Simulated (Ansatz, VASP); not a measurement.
**V in VASP and in Ansatz**

```
V
1.0
     0.00000    1.86939    1.86939
     1.86939    0.00000    1.86939
     1.86939    1.86939    0.00000
V
1
Direct
  0.00000 0.00000 0.00000
```

Change from the starting cell: volume scaled by 0.96.

Alike in both runs: task single point; functional PBE; k mesh 12 × 12 × 12; occupations fermi-dirac, width 0.05 eV; collinear spin.

```csv
,VASP,Ansatz
version,VASP 6.6.1,Ansatz 0.2.0
potentials or method,"VASP PAW PBE potentials, release 64 (V_sv), cutoff 520 eV","all-electron LAPW, scalar-relativistic"
```

Ansatz gave:

```
gap on the k mesh at the Fermi level (eV) : none
pressure (GPa)                            : 12.2
net moment per atom (μB)                  : 0.00
```

Question: What did VASP give for the same quantities?

Answer: gap on the k mesh at the Fermi level (eV): none; pressure (GPa): 12.5; net moment per atom (μB): 0.00.

A gap of «none» marks a metal or a gap that the smearing closes. Ansatz ran all-electron here, and VASP with PAW potentials.
